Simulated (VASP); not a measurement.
TaN: single point with r2SCAN

TaN:

```
CELL_PARAMETERS angstrom
-0.47640 1.98772 1.98772
1.98772 -0.47640 1.98772
1.98772 1.98772 -0.47640
ATOMIC_POSITIONS crystal
Ta 0.50000 0.50000 0.50000
N 0.00000 0.00000 0.00000
```

This cell differs from its parent crystal: ratio of the length along [111] to the lengths across it x 0.71, volume and fractional coordinates fixed.

```json
{"Program": "VASP 6.6.1", "Task": "single point", "Functional": "r2SCAN", "Potentials or basis": "VASP PAW PBE potentials, release 64 (Ta_pv, N)", "Cutoff": "520 eV", "k mesh": "26 × 26 × 26", "Occupations": "gaussian, width 0.15 eV", "Spin": "no spin polarisation", "Dipole correction": "no", "Further INCAR settings": "ALGO = Normal; EDIFF = 1e-07; NBANDS = 15"}
```

```yaml
Pressure: 1.1 GPa
Band_gap_on_the_k_mesh: zero (band 8 reaches 12.67 eV, above the bottom of band 9 at 5.91 eV)
```

Stress tensor (GPa, compression positive):
```
 1.06 10.89 10.89
10.89  1.06 10.89
10.89 10.89  1.06
```

Levels at points of the mesh, in eV from the Fermi level:
```tsv
k point	band 4	band 5	band 6	band 7	band 8	band 9	band 10	band 11	band 12	band 13
(0.00, 0.00, 0.00)	-18.98	-3.73	-3.73	-3.15	-3.15	-2.17	0.37	2.32	2.32	5.65
(0.50, 0.00, 0.00)	-16.21	-9.96	-7.05	-4.13	-0.94	0.57	5.74	6.51	6.82	8.02
(0.50, 0.50, 0.00)	-17.34	-6.24	-4.97	-4.59	-2.66	1.62	1.95	4.00	5.79	10.32
(0.50, 0.50, 0.50)	-15.28	-9.38	-8.49	-8.49	3.86	4.86	5.30	5.30	8.73	8.73
```

It took 15 min on 1 thread of Intel Xeon 6975P-C, with other jobs on the host, peak memory 0.61 GiB.

Caveat: the PAW data sets were made with another functional, which shifts forces and pressure a little; spin-orbit coupling is left out, which moves the levels of the heavy elements.
